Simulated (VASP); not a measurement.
Here is a VASP 6.6.1 calculation.

The input INCAR:

```
SYSTEM = GaSb
PREC = Accurate
ENCUT = 520
EDIFF = 1E-6
ISMEAR = -1
SIGMA = 0.02
LREAL = .FALSE.
LASPH = .TRUE.
NELM = 60
ALGO = Normal
ISIF = 2
LWAVE = .FALSE.
LCHARG = .TRUE.
GGA = PE
LELF = .TRUE.
LVHAR = .TRUE.
NBANDS = 16
```

The input KPOINTS:

```
regular mesh
0
G
  8 8 8
  0 0 0
```

File POSCAR:

```
GaSb
1.0
    0.0000000000      3.1271963739      3.0130566083
    3.1271963739      0.0000000000      3.0130566083
    3.1271963739      3.1271963739      0.0000000000
Ga Sb
1 1
Direct
    0.0000000000      0.0000000000      0.0000000000
    0.2500000000      0.2500000000      0.2500000000
```

Potentials or basis: VASP PAW PBE potentials, release 64 (Ga_d, Sb).

Launch:

```bash
$ cat potpaw_PBE.64/Ga_d/POTCAR potpaw_PBE.64/Sb/POTCAR > POTCAR
$ mpirun -np 1 vasp_std > vasp.out
```

Predict the pressure.

0.9 GPa.

Predict the band gap on the k mesh.

0.20 eV, direct.

Stress tensor (GPa, compression positive):
```
0.41 0.00 0.00
0.00 0.41 0.00
0.00 0.00 1.83
```

Caveat: the cell differs from its parent crystal (epitaxial xy strain +2.0%); spin-orbit coupling is left out, which moves the levels of the heavy elements. A k mesh can miss the band edges.
